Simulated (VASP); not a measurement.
# Ga4SbAs3 (P-43m) in VASP: a series of runs

The runs below take Ga4SbAs3 through density of states, with PBE, LDA.

Program: VASP 6.6.1. These are calculated values, not measurements. Logs are shortened: lines on timing, memory, paths and dates and some standing lists are left out, and cuts for length are marked.

## (1) The cell of the first run

The structure is cubic, space group P-43m (No. 215). Conventional cell: a = 5.868 Å, b = 5.868 Å, c = 5.868 Å, α = 90.00°, β = 90.00°, γ = 90.00°. Within 3.3 Å of Ga (site symmetry 3m) lie 3 As at 2.51 Å and 1 Sb at 2.62 Å. Sb (site symmetry -43m) has 4 Ga at 2.62 Å within 3.5 Å. Within 3.3 Å of As (site symmetry -42m) lie 4 Ga at 2.51 Å.

## (2) Density of states, PBE

File POSCAR:

```
Ga4SbAs3
1.0
    5.8676540000      0.0000000000      0.0000000000
    0.0000000000      5.8676540000      0.0000000000
    0.0000000000      0.0000000000      5.8676540000
Ga Sb As
4 1 3
Direct
    0.2417920000      0.7582080000      0.7582080000
    0.2417920000      0.2417920000      0.2417920000
    0.7582080000      0.7582080000      0.2417920000
    0.7582080000      0.2417920000      0.7582080000
    0.5000000000      0.5000000000      0.5000000000
    0.0000000000      0.5000000000      0.0000000000
    0.0000000000      0.0000000000      0.5000000000
    0.5000000000      0.0000000000      0.0000000000
```

File INCAR.step1:

```
SYSTEM = Ga4SbAs3
ALGO     = Normal         ! electronic algorithm
EDIFF    = 1E-7           ! SCF threshold, eV
ENCUT    = 520            ! plane-wave cutoff, eV
GGA      = PE             ! functional
ISIF     = 2              ! what is computed and relaxed
ISMEAR   = 0              ! smearing method
LASPH    = .True.         ! aspherical terms in the spheres
LCHARG   = .True.         ! write CHGCAR
LREAL    = .False.        ! projectors in reciprocal space
LWAVE    = .False.        ! write WAVECAR
NBANDS   = 46             ! bands
NELM     = 80             ! most SCF steps
PREC     = Accurate       ! precision mode
SIGMA    = 0.1            ! smearing width, eV
```

File KPOINTS.step1:

```
k-points
0
Gamma
  6 6 6
  0 0 0
```

File INCAR.step2:

```
SYSTEM = Ga4SbAs3
ALGO     = Normal         ! electronic algorithm
EDIFF    = 1E-7           ! SCF threshold, eV
ENCUT    = 520            ! plane-wave cutoff, eV
GGA      = PE             ! functional
ICHARG   = 11             ! starting density
ISIF     = 2              ! what is computed and relaxed
ISMEAR   = -5             ! smearing method
LASPH    = .True.         ! aspherical terms in the spheres
LCHARG   = .False.        ! write CHGCAR
LORBIT   = 10             ! projections on sites
LREAL    = .False.        ! projectors in reciprocal space
LWAVE    = .False.        ! write WAVECAR
NEDOS    = 2001           ! points of the DOS
NELM     = 80             ! most SCF steps
PREC     = Accurate       ! precision mode
SIGMA    = 0.1            ! smearing width, eV
```

File KPOINTS.step2:

```
k-points
0
Gamma
  9 9 9
  0 0 0
```

Potentials or basis: VASP PAW PBE potentials, release 64 (Ga_d, Sb, As).

Run with:

```sh
> cat potpaw_PBE.64/Ga_d/POTCAR potpaw_PBE.64/Sb/POTCAR potpaw_PBE.64/As/POTCAR > POTCAR
> cp INCAR.step1 INCAR
> cp KPOINTS.step1 KPOINTS
> mpirun -np 1 vasp_std > vasp.out
> cp INCAR.step2 INCAR
> cp KPOINTS.step2 KPOINTS
> mpirun -np 1 vasp_std > vasp.out
```

OUTCAR:

```text
SYSTEM = Ga4SbAs3
   EDIFF = 1E-7
   ENCUT = 520
   GGA = PE
   ICHARG = 11
   ISIF = 2
   ISMEAR = -5
   LASPH = .True.
   LORBIT = 10
   LREAL = .False.
   NELM = 80
   PREC = Accurate

 ion  position               nearest neighbor table
   1  0.242  0.758  0.758-   6 2.51   7 2.51   8 2.51   5 2.62
   2  0.242  0.242  0.242-   6 2.51   7 2.51   8 2.51   5 2.62
   3  0.758  0.758  0.242-   6 2.51   7 2.51   8 2.51   5 2.62
   4  0.758  0.242  0.758-   6 2.51   7 2.51   8 2.51   5 2.62
   5  0.500  0.500  0.500-   1 2.62   2 2.62   3 2.62   4 2.62
   6  0.000  0.500  0.000-   1 2.51   2 2.51   3 2.51   4 2.51
   7  0.000  0.000  0.500-   1 2.51   2 2.51   3 2.51   4 2.51
   8  0.500  0.000  0.000-   1 2.51   2 2.51   3 2.51   4 2.51

  LATTYP: Found a simple cubic cell.
 ALAT       =     5.8676540000

  Lattice vectors:

 A1 = (   5.8676540000,   0.0000000000,   0.0000000000)
 A2 = (   0.0000000000,   5.8676540000,   0.0000000000)
 A3 = (   0.0000000000,   0.0000000000,   5.8676540000)

Analysis of symmetry for initial positions (statically):
=====================================================================
 Subroutine PRICEL returns:
 Original cell was already a primitive cell.

 Routine SETGRP: Setting up the symmetry group for a
 simple cubic supercell.

 Subroutine GETGRP returns: Found 24 space group operations
 (whereof 24 operations were pure point group operations)
 out of a pool of 48 trial point group operations.

The static configuration has the point symmetry T_d .

Analysis of symmetry for dynamics (positions and initial velocities):
=====================================================================
 Subroutine PRICEL returns:
 Original cell was already a primitive cell.

 Routine SETGRP: Setting up the symmetry group for a
 simple cubic supercell.

 Subroutine GETGRP returns: Found 24 space group operations
 (whereof 24 operations were pure point group operations)
 out of a pool of 48 trial point group operations.

The dynamic configuration has the point symmetry T_d .

 Subroutine INISYM returns: Found 24 space group operations
 (whereof 24 operations are pure point group operations),
 and found     1 'primitive' translations

[... 124 lines left out ...]
   EFERMI_NEDOS =   21; number of points for ismear=-14 and -15
   IALGO  =     38    algorithm
   IMIX   =      4    mixing-type and parameters
     AMIX     =   0.40;   BMIX     =  1.00
     AMIX_MAG =   1.60;   BMIX_MAG =  1.00
  volume/ion in A,a.u.               =      25.25       170.41
  Fermi-wavevector in a.u.,A,eV,Ry     =   1.160703  2.193411 18.330202  1.347232
  Thomas-Fermi vector in A             =   2.297283
   LORBIT       =     10    0 simple, 1 ext, 2 COOP (PROOUT), +10 PAW based schemes
   GGA     = PE    functional components
   LHFCALC =     F    Hartree Fock is set to
   AEXX    =    0.0000 exact exchange contribution
   IVDW    =     0    specifies the selected vdW correction
   LEPSILON=     F    determine dielectric tensor
   LRPA    =     F    only Hartree local field effects (RPA)
 non-spin polarized calculation
 Fermi weights with tetrahedron method with Bloechl corrections
  energy-cutoff  :      520.00
  volume of cell :      202.02
 maximum number of plane-waves:      5466
 NGX is ok and might be reduce to    48

 number of electron      71.9999990 magnetization

 Free energy of the ion-electron system (eV)
  ---------------------------------------------------
  ext. energy  EPLUGINS =         0.00000000
  ---------------------------------------------------
  free energy    TOTEN  =       -32.00106315 eV

  energy without entropy =      -32.00106315  energy(sigma->0) =      -32.00106315

 E-fermi :   3.8010     XC(G=0):  -9.2408

 val. band max:        3.8008873875   @ k =   0.0000   0.0000   0.0000
 cond. band min:       3.8008873878   @ k =   0.0000   0.0000   0.0000
 fundamental gap:      0.0000000003
 Fermi energy:         3.8010237720

 k-point     1 :       0.0000    0.0000    0.0000
  band No.  band energies     occupation
      1     -11.1136      2.00000
      2     -11.1136      2.00000
      3     -11.1014      2.00000
      4     -11.0343      2.00000
      5     -11.0343      2.00000
      6     -11.0343      2.00000
[... 1093 lines left out ...]
     42       7.7470      0.00000
     43       7.9090      0.00000

 [... further k-points ...]

------------------------ aborting loop because EDIFF is reached ----------------------------------------

  FORCE on cell =-STRESS in cart. coord.  units (eV):
  Direction    XX          YY          ZZ          XY          YZ          ZX
  --------------------------------------------------------------------------------------
  -------------------------------------------------------------------------------------
  Total       -0.0554300     -0.0554300     -0.0554300      0.0000000     -0.0000000      0.0000000
  in kB       -0.4396040     -0.4396040     -0.4396040      0.0000000     -0.0000000      0.0000000
  external PRESSURE =      -0.4396040 kB  Pullay stress =       0.0000000 kB

 VOLUME and BASIS-vectors are now :
 -----------------------------------------------------------------------------
  energy-cutoff  :      520.00
  volume of cell :      202.02
      direct lattice vectors                 reciprocal lattice vectors
     5.867654000  0.000000000  0.000000000     0.170425864  0.000000000  0.000000000
     0.000000000  5.867654000  0.000000000     0.000000000  0.170425864  0.000000000
     0.000000000  0.000000000  5.867654000     0.000000000  0.000000000  0.170425864

 POSITION                                       TOTAL-FORCE (eV/Angst)
 -----------------------------------------------------------------------------------
      1.41875      4.44890      4.44890         0.004604     -0.004604     -0.004604
      1.41875      1.41875      1.41875         0.004604      0.004604      0.004604
      4.44890      4.44890      1.41875        -0.004604     -0.004604      0.004604
      4.44890      1.41875      4.44890        -0.004604      0.004604     -0.004604
      2.93383      2.93383      2.93383        -0.000000      0.000000      0.000000
      0.00000      2.93383      0.00000        -0.000000     -0.000000      0.000000
      0.00000      0.00000      2.93383        -0.000000      0.000000      0.000000
      2.93383      0.00000      0.00000        -0.000000     -0.000000     -0.000000
 -----------------------------------------------------------------------------------
    total drift:                               -0.000000     -0.000000      0.000000

  FREE ENERGIE OF THE ION-ELECTRON SYSTEM (eV)
  ---------------------------------------------------
  free  energy   TOTEN  =       -32.0010631474 eV

  energy  without entropy=      -32.0010631474  energy(sigma->0) =      -32.00106315

 total charge

# of ion       s       p       d       tot
------------------------------------------
    1        0.892   0.741   9.977  11.610
    2        0.892   0.741   9.977  11.610
    3        0.892   0.741   9.977  11.610
    4        0.892   0.741   9.977  11.610
    5        1.126   1.375   0.027   2.528
    6        1.219   1.535   0.027   2.780
    7        1.219   1.535   0.027   2.780
    8        1.219   1.535   0.027   2.780
--------------------------------------------------
tot          8.351   8.945  40.015  57.311
```

Wall time 3.4 min (1 thread of Intel Xeon 6975P-C (Granite Rapids), shared host); peak memory 0.47 GiB.

Results:

| Item | Value |
| --- | --- |
| Valence electrons inside the program's atomic spheres | Ga 11.61; Sb 2.53; As 2.78 |

Caveat: spin-orbit coupling is left out, which moves the levels of the heavy elements; tetrahedron occupations give inexact forces and stress in metals.

## (3) Density of states, LDA

POSCAR is that of step 2.

File INCAR.step1:

```
  ALGO = Normal
  EDIFF = 1E-6
  ENCUT = 520
  GGA = CA
  ISIF = 2
  ISMEAR = 0
  LASPH = True
  LCHARG = True
  LREAL = False
  LWAVE = False
  NBANDS = 46
  NELM = 80
  PREC = Accurate
  SIGMA = 0.1
```

File KPOINTS.step1:

```
k-points
0
Gamma
  6 6 6
```

File INCAR.step2:

```
  ALGO = Normal
  EDIFF = 1E-6
  ENCUT = 520
  GGA = CA
  ICHARG = 11
  ISIF = 2
  ISMEAR = -5
  LASPH = True
  LCHARG = False
  LORBIT = 10
  LREAL = False
  LWAVE = False
  NEDOS = 1001
  NELM = 80
  PREC = Accurate
  SIGMA = 0.1
```

File KPOINTS.step2:

```
k-points
0
Gamma
  9 9 9
```

Potentials or basis: VASP PAW LDA potentials, release 64 (Ga_d, Sb, As).

Run with:

```sh
> cat potpaw_LDA.64/Ga_d/POTCAR potpaw_LDA.64/Sb/POTCAR potpaw_LDA.64/As/POTCAR > POTCAR
> cp INCAR.step1 INCAR
> cp KPOINTS.step1 KPOINTS
> mpirun -np 1 vasp_std > vasp.out
> cp INCAR.step2 INCAR
> cp KPOINTS.step2 KPOINTS
> mpirun -np 1 vasp_std > vasp.out
```

It took 2.7 min on 1 thread of Intel Xeon 6975P-C (Granite Rapids), shared host; peak memory 0.4 GiB.

The run converged. Its results:

| Property | Result |
| --- | --- |
| Valence electrons inside the program's atomic spheres | Ga 11.63; Sb 2.54; As 2.78 |

Levels at points of the mesh, in eV from the Fermi level:
```tsv
k point	band 32	band 33	band 34	band 35	band 36	band 37	band 38	band 39	band 40	band 41
(0.00, 0.00, 0.00)	-2.48	-2.48	-0.36	0.00	0.00	0.00	1.32	1.32	1.32	1.39
```

Caveat: spin-orbit coupling is left out, which moves the levels of the heavy elements; tetrahedron occupations give inexact forces and stress in metals.
